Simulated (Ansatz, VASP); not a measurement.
# Fe in VASP and in Ansatz

Contents of INCAR:

```
ALGO = Normal ; EDIFF = 1E-7
ENCUT = 520 ; GGA = PS
ISIF = 2 ; ISMEAR = 0
ISPIN = 2 ; LASPH = True
LCHARG = True ; LELF = True
LMAXMIX = 4 ; LORBIT = 11
LREAL = False ; LVHAR = True
LWAVE = False ; MAGMOM = 2.64
NBANDS = 14 ; NELM = 150
PREC = Accurate ; SIGMA = 0.15
```

KPOINTS

```
k-points
0
Gamma
  24 24 24
```

The input POSCAR:

```
Fe
1.0
   -1.4390000000      1.4390000000      1.4390000000
    1.4390000000     -1.4390000000      1.4390000000
    1.4390000000      1.4390000000     -1.4390000000
Fe
1
Direct
    0.0000000000      0.0000000000      0.0000000000
```

Input for Ansatz:

```yaml
crystal:
  lattice:
    - [-1.439, 1.439, 1.439]
    - [1.439, -1.439, 1.439]
    - [1.439, 1.439, -1.439]
  atoms:
    - { symbol: Fe, position: [0.0, 0.0, 0.0], spin: 2.64 }
basis:
  ecutwfc: 420
kpoints:
  mp_grid: { grid: [24, 24, 24] }
hamiltonian:
  xc: pbesol
scf:
  occupations: { method: gaussian, width: 0.15 }
output:
  forces: true
  stress: true
  eigenvalues: true
  populations: true
magnetization:
  spin_polarized: true
```

Alike in both runs: task single point; functional PBEsol; k mesh 24 × 24 × 24; occupations gaussian, width 0.15 eV; collinear spin.

|  | VASP | Ansatz |
| --- | --- | --- |
| version | VASP 6.6.1 | Ansatz 0.2.0 |
| potentials or method | VASP PAW PBE potentials, release 64 (Fe), cutoff 520 eV | scalar-relativistic, plane waves, PAW |
| valence electrons in the cell | 8 | 16 |

```csv
,VASP,Ansatz,Ansatz less VASP
gap on the k mesh at the Fermi level (eV),none,none,-
pressure (GPa),-16.6,-16.9,-0.31
net moment per atom (μB),2.27,2.25,-0.019
size of the moment on the site where the two differ most (μB),2.27,2.30,+0.027
```

VASP's potentials were made for PBE, not for PBEsol. Site moments also hang on the region over which each program counts them. A gap of «none» marks a metal or a gap that the smearing closes. VASP's potentials hold 8 valence electrons a cell and Ansatz's 16, so a difference there can come from the potentials and not from the codes.
